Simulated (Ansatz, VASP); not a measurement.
**AlN in VASP and in Ansatz**

Contents of INCAR:

```
SYSTEM = AlN
PREC = Accurate
ENCUT = 520
EDIFF = 1E-7
ISMEAR = 0
SIGMA = 0.05
LREAL = .False.
LASPH = .True.
NELM = 60
ALGO = Normal
ISIF = 2
LWAVE = .False.
LCHARG = .False.
GGA = PE
NBANDS = 36
```

KPOINTS

```
Automatic mesh
0
Gamma
  8 8 2
  0 0 0
```

POSCAR

```
AlN
1.0
    2.2015871003     -2.2015871003      0.0000000000
    2.2015871003      0.0000000000     -2.2015871003
   11.3748666849      7.7055548510      7.3386236677
Al N
6 6
Direct
    0.8021000000     -0.2638666667      0.3958000000
    0.2187666667      0.1805777778      0.2291333333
    0.3854333333      0.2916888889      0.5624666667
    0.5521000000      0.4028000000      0.8958000000
   -0.0312333333     -0.1527555556      0.7291333333
    0.6354333333      0.6250222222      0.0624666667
    0.4479333333      0.3750222222      0.4374666667
    0.8646000000     -0.1805333333      0.2708000000
    0.0312666667     -0.0694222222      0.6041333333
    0.1979333333      0.0416888889      0.9374666667
   -0.3854000000     -0.5138666667      0.7708000000
    0.2812666667      0.2639111111      0.1041333333
```

Input for Ansatz:

```yaml
crystal:
  lattice:
    - [2.2015871003, -2.2015871003, 0.0]
    - [2.2015871003, 0.0, -2.2015871003]
    - [11.3748666849, 7.705554851, 7.3386236677]
  atoms:
    - { symbol: Al, position: [0.8021, -0.2638666667, 0.3958] }
    - { symbol: Al, position: [0.2187666667, 0.1805777778, 0.2291333333] }
    - { symbol: Al, position: [0.3854333333, 0.2916888889, 0.5624666667] }
    - { symbol: Al, position: [0.5521, 0.4028, 0.8958] }
    - { symbol: Al, position: [-0.0312333333, -0.1527555556, 0.7291333333] }
    - { symbol: Al, position: [0.6354333333, 0.6250222222, 0.0624666667] }
    - { symbol: "N", position: [0.4479333333, 0.3750222222, 0.4374666667] }
    - { symbol: "N", position: [0.8646, -0.1805333333, 0.2708] }
    - { symbol: "N", position: [0.0312666667, -0.0694222222, 0.6041333333] }
    - { symbol: "N", position: [0.1979333333, 0.0416888889, 0.9374666667] }
    - { symbol: "N", position: [-0.3854, -0.5138666667, 0.7708] }
    - { symbol: "N", position: [0.2812666667, 0.2639111111, 0.1041333333] }
basis:
  ecutwfc: 420
kpoints:
  mp_grid: { grid: [8, 8, 2] }
hamiltonian:
  xc: pbe
scf:
  occupations: { method: gaussian, width: 0.05 }
output:
  forces: true
  stress: true
  eigenvalues: true
```

Alike in both runs: task single point; functional PBE; k mesh 8 × 8 × 2; occupations gaussian, width 0.05 eV; no spin polarisation.

|  | VASP | Ansatz |
| --- | --- | --- |
| version | VASP 6.6.1 | Ansatz 0.2.0 |
| potentials or method | VASP PAW PBE potentials, release 64 (Al, N), cutoff 520 eV | scalar-relativistic, plane waves, PAW |
| valence electrons in the cell | 48 | 48 |

Ansatz gave:

* gap on the k mesh at the Fermi level (eV): 3.23
* least direct gap on the mesh (eV): 3.51
* pressure (GPa): -1.8
* traceless stress, the component that is largest in VASP (GPa): 2.26
* rms of the force components (eV/Å): 0.221

**Question.** Which values does VASP return?

**Answer.** gap on the k mesh at the Fermi level (eV): 3.22; least direct gap on the mesh (eV): 3.51; pressure (GPa): -2.1; traceless stress, the component that is largest in VASP (GPa): 2.26; rms of the force components (eV/Å): 0.219.

Atom by atom the forces differ by 0.004 eV/Å (rms over components).
